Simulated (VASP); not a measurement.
Set up this calculation in VASP 6.6.1, as the native input.

```yaml
Task: relaxation of cell and atoms
Functional: r2SCAN
Potentials_or_basis: VASP PAW PBE potentials, release 64 (C)
Cutoff: 600 eV
k_mesh: 22 × 22 × 22
Occupations: fermi-dirac, width 0.1 eV
Spin: no spin polarisation
Dipole_correction: no
Further_INCAR_settings: ALGO = Normal; EDIFF = 1e-07; IBRION = 2; EDIFFG = -0.002; NSW = 100; ISIF = 3
```

Crystal: C.

```
C
1.0
     0.00000    1.78337    1.78337
     1.78337    0.00000    1.78337
     1.78337    1.78337    0.00000
C
2
Direct
  0.50000 0.50000 0.50000
  0.75000 0.75000 0.75000
```

The input as run:

POSCAR

```
C
1.0
    0.0000000000      1.7833700000      1.7833700000
    1.7833700000      0.0000000000      1.7833700000
    1.7833700000      1.7833700000      0.0000000000
C
2
Direct
    0.5000000000      0.5000000000      0.5000000000
    0.7500000000      0.7500000000      0.7500000000
```

INCAR.step1

```
  PREC = Accurate
  ENCUT = 600
  ISMEAR = -1
  SIGMA = 0.1
  LREAL = F
  LASPH = T
  NELM = 60
  GGA = PE
  ALGO = Normal
  EDIFF = 1E-4
  LWAVE = T
  LCHARG = F
```

INCAR.step2

```
  PREC = Accurate
  ENCUT = 600
  EDIFF = 1E-7
  ISMEAR = -1
  SIGMA = 0.1
  LREAL = F
  LASPH = T
  NELM = 60
  ALGO = Normal
  ISIF = 3
  LWAVE = F
  LCHARG = F
  METAGGA = R2SCAN
  LMIXTAU = T
  IBRION = 2
  NSW = 100
  EDIFFG = -0.002
  ISTART = 1
```

KPOINTS

```
regular mesh
0
Gamma
  22 22 22
```

Potentials or basis: VASP PAW PBE potentials, release 64 (C).

Run with:

```bash
$ cat potpaw_PBE.64/C/POTCAR > POTCAR
$ cp INCAR.step1 INCAR
$ mpirun -np 1 vasp_std > vasp.out
$ cp INCAR.step2 INCAR
$ mpirun -np 1 vasp_std > vasp.out
```

It gave:

```json
{
 "Relaxed volume": "5.65 Å³/atom",
 "Relaxed cell": "a = 2.518 Å, b = 2.518 Å, c = 2.518 Å, α = 60.00°, β = 60.00°, γ = 60.00°",
 "Space group after relaxing (to 0.05 Å)": "Fd-3m (No. 227)",
 "Energy gained by relaxing": "0.2 meV/atom",
 "Ionic steps": "3",
 "Pressure after relaxing": "0.0 GPa",
 "Band gap on the k mesh": "4.33 eV, indirect (least direct gap 5.85 eV)"
}
```

Caveat: the PAW data sets were made with another functional, which shifts forces and pressure a little.

It took 110 s on 1 thread of Intel(R) Xeon(R) 6975P-C (Granite Rapids), with other jobs on the host, peak memory 0.14 GiB.
